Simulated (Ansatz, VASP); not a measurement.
# Two plane-wave programs on Ba

INCAR

```
PREC = Accurate ; ENCUT = 500
EDIFF = 1E-7 ; ISMEAR = 0
SIGMA = 0.1 ; LREAL = False
LASPH = True ; NELM = 120
ALGO = Normal ; ISIF = 3
LWAVE = False ; LCHARG = False
GGA = PS ; IBRION = 2
NSW = 80 ; EDIFFG = -0.01
GGA_COMPAT = False ; NELMIN = 4
```

Contents of KPOINTS:

```
regular mesh
0
Gamma
  12 12 6
```

POSCAR

```
Ba
1.0
    3.8978841320      0.0000000000      0.0000000000
   -1.9489420660      3.3756666793      0.0000000000
    0.0000000000      0.0000000000      7.4275705413
Ba
2
Direct
    0.3333333333      0.6666666667      0.2500000000
    0.6666666667      0.3333333333      0.7500000000
```

Input for Ansatz:

```yaml
crystal:
  lattice:
    - [3.897884132, 0.0, 0.0]
    - [-1.948942066, 3.3756666793, 0.0]
    - [0.0, 0.0, 7.4275705413]
  atoms:
    - { symbol: Ba, position: [0.3333333333, 0.6666666667, 0.25] }
    - { symbol: Ba, position: [0.6666666667, 0.3333333333, 0.75] }
basis:
  ecutwfc: 420
kpoints:
  mp_grid: { grid: [12, 12, 6] }
hamiltonian:
  xc: pbesol
scf:
  occupations: { method: gaussian, width: 0.1 }
output:
  forces: true
  stress: true
  eigenvalues: true
  write_density: true
  write_potential: true
  elf: true
  volumetric_format: npy
relax:
  adjacent_minimum: "off"
  f_tol: 0.01
  max_steps: 60
  cell: { stress_tol: 0.1 }
```

Alike in both runs: task relaxation of cell and atoms; functional PBEsol; k mesh 12 × 12 × 6; occupations gaussian, width 0.1 eV; no spin polarisation.

|  | VASP | Ansatz |
| --- | --- | --- |
| version | VASP 6.6.1 | Ansatz 0.2.0 |
| potentials or method | VASP PAW PBE potentials, release 64 (Ba_sv), cutoff 500 eV | scalar-relativistic, plane waves, PAW |
| valence electrons in the cell | 20 | 20 |

|  | VASP | Ansatz | Ansatz less VASP |
| --- | --- | --- | --- |
| gap on the k mesh at the Fermi level, each at its own relaxed structure (eV) | none | none | - |
| relaxed volume (Å³/atom) | 58.43 | 57.67 | -0.764 |
| relaxed cell length with the largest relative difference (Å) | 4.355 | 4.334 | -0.0205 |

VASP's potentials were made for PBE, not for PBEsol. A gap of «none» marks a metal or a gap that the smearing closes.

Neither program's run includes spin-orbit coupling. Noted on VASP's run: the volume moved by over 15 % at a fixed basis, so the end points are rough.
